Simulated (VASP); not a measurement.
# B6N (P6/mmm) in VASP: further runs

B6N is run at these levels: PBE; tasks: single point, relaxation of cell and atoms.

All numbers are computed with VASP 6.6.1; they aren't measurements. Logs are shortened: lines on timing, memory, paths and dates and some standing lists are left out, and cuts for length are marked.

**1. The cell of the first run**

The structure is hexagonal, space group P6/mmm (No. 191). The conventional cell has a = 3.001 Å, b = 3.001 Å, c = 6.463 Å, α = 90.00°, β = 90.00°, γ = 120.00°. B (site symmetry 6mm) has 1 N at 1.34 Å within 1.8 Å. B (site symmetry 3m) has 7 B at 1.73 to 1.99 Å within 2.3 Å. N (site symmetry 6/mmm) has 2 B at 1.34 Å within 1.8 Å.

The cell was built from a structure type or drawn by symmetry, and may not be a known phase.

**2. Single point, PBE**

INCAR reads:

```
  PREC = Accurate
  ENCUT = 520
  EDIFF = 1E-6
  ISMEAR = 0
  SIGMA = 0.2
  LREAL = F
  LASPH = T
  NELM = 80
  ALGO = Normal
  ISIF = 2
  LWAVE = F
  LCHARG = T
  GGA = PE
  LELF = T
  LVHAR = T
  NBANDS = 20
```

KPOINTS reads:

```
regular mesh
0
Gamma
  5 5 3
```

POSCAR reads:

```
B6N
1.0
    3.0007002893      0.0000000000      0.0000000000
   -1.5003501446      2.5986826796      0.0000000000
    0.0000000000      0.0000000000      6.4626721212
B N
6 1
Direct
    0.0000000000      0.0000000000      0.7922538170
    0.0000000000      0.0000000000      0.2077461830
    0.3333333333      0.6666666667      0.6420180568
    0.3333333333      0.6666666667      0.3579819432
    0.6666666667      0.3333333333      0.3579819432
    0.6666666667      0.3333333333      0.6420180568
    0.0000000000      0.0000000000      0.0000000000
```

Potentials or basis: VASP PAW PBE potentials, release 64 (B, N).

On the command line:

```sh
$ cat potpaw_PBE.64/B/POTCAR potpaw_PBE.64/N/POTCAR > POTCAR
$ mpirun -np 1 vasp_std > vasp.out
```

OUTCAR:

```text
PREC = Accurate
   ENCUT = 520
   EDIFF = 1E-6
   ISMEAR = 0
   LREAL = F
   LASPH = T
   NELM = 80
   ISIF = 2
   GGA = PE

 ion  position               nearest neighbor table
   1  0.000  0.000  0.792-   7 1.34   6 1.99   3 1.99   3 1.99   6 1.99   6 1.99   3 1.99
   2  0.000  0.000  0.208-   7 1.34   5 1.99   4 1.99   4 1.99   5 1.99   5 1.99   4 1.99
   3  0.333  0.667  0.642-   6 1.73   6 1.73   6 1.73   4 1.84   1 1.99   1 1.99   1 1.99
   4  0.333  0.667  0.358-   5 1.73   5 1.73   5 1.73   3 1.84   2 1.99   2 1.99   2 1.99
   5  0.667  0.333  0.358-   4 1.73   4 1.73   4 1.73   6 1.84   2 1.99   2 1.99   2 1.99
   6  0.667  0.333  0.642-   3 1.73   3 1.73   3 1.73   5 1.84   1 1.99   1 1.99   1 1.99
   7  0.000  0.000  0.000-   1 1.34   2 1.34

  LATTYP: Found a hexagonal cell.
 ALAT       =     3.0007002893
 C/A-ratio  =     2.1537212977

  Lattice vectors:

 A1 = (   3.0007002893,   0.0000000000,   0.0000000000)
 A2 = (  -1.5003501446,   2.5986826796,   0.0000000000)
 A3 = (   0.0000000000,   0.0000000000,   6.4626721212)

Analysis of symmetry for initial positions (statically):
=====================================================================
 Subroutine PRICEL returns:
 Original cell was already a primitive cell.

 Routine SETGRP: Setting up the symmetry group for a
 hexagonal supercell.

 Subroutine GETGRP returns: Found 24 space group operations
 (whereof 24 operations were pure point group operations)
 out of a pool of 24 trial point group operations.

The static configuration has the point symmetry D_6h.

Analysis of symmetry for dynamics (positions and initial velocities):
=====================================================================
 Subroutine PRICEL returns:
 Original cell was already a primitive cell.

 Routine SETGRP: Setting up the symmetry group for a
 hexagonal supercell.

 Subroutine GETGRP returns: Found 24 space group operations
 (whereof 24 operations were pure point group operations)
 out of a pool of 24 trial point group operations.

The dynamic configuration has the point symmetry D_6h.

 Subroutine INISYM returns: Found 24 space group operations
 (whereof 24 operations are pure point group operations),
 and found     1 'primitive' translations

----------------------------------------------------------------------------------------

                                     Primitive cell

  volume of cell :      50.3951

  direct lattice vectors                    reciprocal lattice vectors
     3.000700289  0.000000000  0.000000000     0.333255542  0.192405177  0.000000000
[... 89 lines left out ...]
   POTIM  = 0.5000    time-step for ionic-motion
   TEBEG  =    0.0;   TEEND  =   0.0 temperature during run
   PSTRESS=    0.0 pullay stress
   NELECT =      23.0000    total number of electrons
   NUPDOWN=      -1.0000    fix difference up-down
   EMIN   =  10.00;   EMAX   =-10.00  energy-range for DOS
   EFERMI =   0.00;   METHOD = LEGACY
   ISMEAR =     0;   SIGMA  =   0.20  broadening in eV -4-tet -1-fermi 0-gaus
   EFERMI_NEDOS =   21; number of points for ismear=-14 and -15
   IALGO  =     38    algorithm
   IMIX   =      4    mixing-type and parameters
     AMIX     =   0.40;   BMIX     =  1.00
     AMIX_MAG =   1.60;   BMIX_MAG =  1.00
  volume/ion in A,a.u.               =       7.20        48.58
  Fermi-wavevector in a.u.,A,eV,Ry     =   1.260438  2.381882 21.615625  1.588704
  Thomas-Fermi vector in A             =   2.393947
   LORBIT       =      0    0 simple, 1 ext, 2 COOP (PROOUT), +10 PAW based schemes
   GGA     = PE    functional components
   LHFCALC =     F    Hartree Fock is set to
   AEXX    =    0.0000 exact exchange contribution
   IVDW    =     0    specifies the selected vdW correction
   LEPSILON=     F    determine dielectric tensor
   LRPA    =     F    only Hartree local field effects (RPA)
 non-spin polarized calculation
 Gauss-broadening in eV      SIGMA  =   0.20
  energy-cutoff  :      520.00
  volume of cell :       50.40
 maximum number of plane-waves:      1380
 NGX is ok and might be reduce to    24
   NGX = 11   NGY = 11   NGZ = 25

 number of electron      23.0000000 magnetization

 Free energy of the ion-electron system (eV)
  ---------------------------------------------------
  ext. energy  EPLUGINS =         0.00000000
  ---------------------------------------------------
  free energy    TOTEN  =       -46.93790952 eV

  energy without entropy =      -46.91941101  energy(sigma->0) =      -46.92866026

 E-fermi :   6.5734     XC(G=0): -11.6530

 val. band max:        6.4250731727   @ k =   0.0000   0.0000   0.0000
 cond. band min:       6.6985288939   @ k =   0.2000   0.2000   0.3333
 fundamental gap:      0.2734557212
 Fermi energy:         6.5734427055

 k-point     1 :       0.0000    0.0000    0.0000
  band No.  band energies     occupation
      1     -10.9644      2.00000
      2      -8.9745      2.00000
      3      -7.7627      2.00000
      4      -1.4118      2.00000
      5      -1.1069      2.00000
      6       3.8759      2.00000
[... 219 lines left out ...]
     19      16.0517      0.00000
     20      16.6926      0.00000

------------------------ aborting loop because EDIFF is reached ----------------------------------------

  FORCE on cell =-STRESS in cart. coord.  units (eV):
  Direction    XX          YY          ZZ          XY          YZ          ZX
  --------------------------------------------------------------------------------------
  -------------------------------------------------------------------------------------
  Total        0.0903778      0.0903778      0.2025631      0.0000000     -0.0000000      0.0000000
  in kB        2.8733213      2.8733213      6.4399553      0.0000000     -0.0000000      0.0000000
  external PRESSURE =       4.0621993 kB  Pullay stress =       0.0000000 kB

 VOLUME and BASIS-vectors are now :
 -----------------------------------------------------------------------------
  energy-cutoff  :      520.00
  volume of cell :       50.40
      direct lattice vectors                 reciprocal lattice vectors
     3.000700289  0.000000000  0.000000000     0.333255542  0.192405177  0.000000000
    -1.500350145  2.598682680  0.000000000     0.000000000  0.384810353  0.000000000
     0.000000000  0.000000000  6.462672121     0.000000000  0.000000000  0.154734757

 POSITION                                       TOTAL-FORCE (eV/Angst)
 -----------------------------------------------------------------------------------
      0.00000      0.00000      5.12008         0.000000      0.000000      0.049855
      0.00000      0.00000      1.34260        -0.000000     -0.000000     -0.049855
     -0.00000      1.73246      4.14915        -0.000000      0.000000      0.024782
     -0.00000      1.73246      2.31352        -0.000000      0.000000     -0.024782
      1.50035      0.86623      2.31352         0.000000     -0.000000     -0.024782
      1.50035      0.86623      4.14915         0.000000     -0.000000      0.024782
      0.00000      0.00000      0.00000        -0.000000     -0.000000     -0.000000
 -----------------------------------------------------------------------------------
    total drift:                               -0.000000      0.000000     -0.000000

  FREE ENERGIE OF THE ION-ELECTRON SYSTEM (eV)
  ---------------------------------------------------
  free  energy   TOTEN  =       -46.9379095179 eV

  energy  without entropy=      -46.9194110067  energy(sigma->0) =      -46.92866026
```

stdout:

```text
POSCAR found type information on POSCAR B N
 POSCAR found :  2 types and       7 ions
 scaLAPACK will be used
 LDA part: xc-table for (Slater+PW92), standard interpolation
 POSCAR, INCAR and KPOINTS ok, starting setup
 FFT: planning ... GRIDC
 FFT: planning ... GRID_SOFT
 FFT: planning ... GRID
 WAVECAR not read
 entering main loop
```

It took 5.8 s on 1 thread of Intel Xeon 6975P-C (Granite Rapids), shared host; peak memory 0.15 GiB.

What came out:

```
Free energy            : -46.9379 eV
Pressure               : 0.4 GPa
Largest force          : 0.050 eV/Å
Band gap on the k mesh : zero (an odd number of electrons rules out a gap without spin polarisation)
```

Forces in eV/Å, atoms in the order of the input:
```
B    0.000  0.000  0.050
B    0.000  0.000 -0.050
B    0.000  0.000  0.025
B    0.000  0.000 -0.025
B    0.000  0.000 -0.025
B    0.000  0.000  0.025
N    0.000  0.000  0.000
```

Caveat: the k points lie up to 0.48 Å⁻¹ apart, too coarse for converged energies and pressures of a metal.

**3. Relaxation of cell and atoms, PBE**

This run uses another cell than the first one, of 8.71 Å³/atom.

INCAR reads:

```
ALGO = Normal ; EDIFF = 1E-6
EDIFFG = -0.08 ; ENCUT = 600
GGA = PE ; IBRION = 2
ISIF = 3 ; ISMEAR = 0
LASPH = T ; LCHARG = F
LREAL = F ; LWAVE = F
NELM = 100 ; NSW = 36
PREC = Accurate ; SIGMA = 0.2
```

KPOINTS reads:

```
k-points
0
Gamma
  5 5 3
```

POSCAR reads:

```
B6N
1.0
    3.7395153200      0.0000000000      0.0000000000
   -1.8697576600      3.2385152600      0.0000000000
    0.0000000000      0.0000000000      5.0352852800
B N
6 1
Direct
    0.0000000000      0.0000000000      0.7189463900
    0.0000000000      0.0000000000      0.2810536100
    0.3333333300      0.6666666700      0.6258381100
    0.3333333300      0.6666666700      0.3741618900
    0.6666666700      0.3333333300      0.3741618900
    0.6666666700      0.3333333300      0.6258381100
    0.0000000000      0.0000000000      0.0000000000
```

Potentials or basis: VASP PAW PBE potentials, release 64 (B, N).

On the command line:

```sh
$ cat potpaw_PBE.64/B/POTCAR potpaw_PBE.64/N/POTCAR > POTCAR
$ mpirun -np 1 vasp_std > vasp.out
```

It took 2.3 min on 1 thread of Intel Xeon 6975P-C (Granite Rapids), shared host; peak memory 0.17 GiB.

Results (log left out):

| Property | Result |
| --- | --- |
| Free energy | -46.9386 eV |
| Relaxed volume | 7.22 Å³/atom |
| Relaxed cell | a = 3.003 Å, b = 3.003 Å, c = 6.469 Å, α = 90.00°, β = 90.00°, γ = 120.00° |
| Space group after relaxing (to 0.1 Å) | P6/mmm (No. 191) |
| Energy gained by relaxing | 1883.9 meV/atom |
| Ionic steps | 26 |
| Pressure after relaxing | -0.2 GPa |
| Largest force after relaxing | 0.019 eV/Å |
| Band gap on the k mesh | zero (an odd number of electrons rules out a gap without spin polarisation) |

Forces in eV/Å, atoms in the order of the input:
```
B    0.000  0.000 -0.011
B    0.000  0.000  0.011
B    0.000  0.000  0.019
B    0.000  0.000 -0.019
B    0.000  0.000 -0.019
B    0.000  0.000  0.019
N    0.000  0.000  0.000
```

Stress tensor (GPa, compression positive):
```
-0.17  0.00  0.00
 0.00 -0.17  0.00
 0.00  0.00 -0.25
```

The path:
```
step  energy change (eV)  largest force (eV/Å)  pressure (GPa)  volume (Å³)
   1              0.0000               18.6894           24.48        60.98
   2             -2.9174                3.4185          -24.72        70.06
   3             -3.0167                3.4184          -25.62        69.80
   4             -3.0971                3.4170          -26.42        69.56
   5             -3.8158                3.5080          -34.17        65.91
   6             -4.8077                3.3004          -32.77        63.59
   7             -5.3139                2.4057          -25.94        62.32
   8             -5.5459                1.7963          -18.76        61.66
   9             -5.5490                1.9568          -20.46        61.82
  10             -5.5502                1.9193          -19.82        61.77
  11             -7.7557                1.5651           -4.98        54.28
  12             -9.8702                2.6292           45.71        44.25
  13            -10.3185                2.0615           49.85        43.43
  14            -10.7209                2.0083           65.87        41.15
  15            -11.2783                1.8099           53.00        42.24
  16            -12.2842                2.6455           21.67        45.60
  17            -12.2896                4.4326          -17.73        52.80
  18            -12.5723                3.8759           -1.75        49.22
  19            -12.8410                2.9076           -3.48        49.95
  20            -13.0685                0.7683           -4.46        51.29
  21            -13.0738                0.3791           -4.34        51.52
  22            -13.1197                0.2509           -3.18        51.26
  23            -13.1842                0.2971            0.48        50.53
  24            -13.1845                0.3538            0.80        50.46
  25            -13.1865                0.1719           -0.73        50.55
  26            -13.1873                0.0193           -0.20        50.52
```

Final structure:
```
B N
1.0
     3.00301    0.00000    0.00000
    -1.50151    2.60068    0.00000
     0.00000    0.00000    6.46884
B N
6 1
Direct
  0.00000 0.00000 0.79253
  0.00000 0.00000 0.20747
  0.33333 0.66667 0.64207
  0.33333 0.66667 0.35793
  0.66667 0.33333 0.35793
  0.66667 0.33333 0.64207
  0.00000 0.00000 0.00000
```

Levels at points of the mesh, in eV from the Fermi level:
```tsv
k point	band 8	band 9	band 10	band 11	band 12	band 13	band 14	band 15
(0.00, 0.00, 0.00)	-2.25	-2.25	-0.15	-0.15	1.01	1.01	2.55	2.55
```

Caveat: the k points lie up to 0.48 Å⁻¹ apart in the final cell, too coarse for converged energies and pressures of a metal; the volume moved by over 15 % at a fixed basis, so the end points are rough.

(Continued in part 2 of 2.)
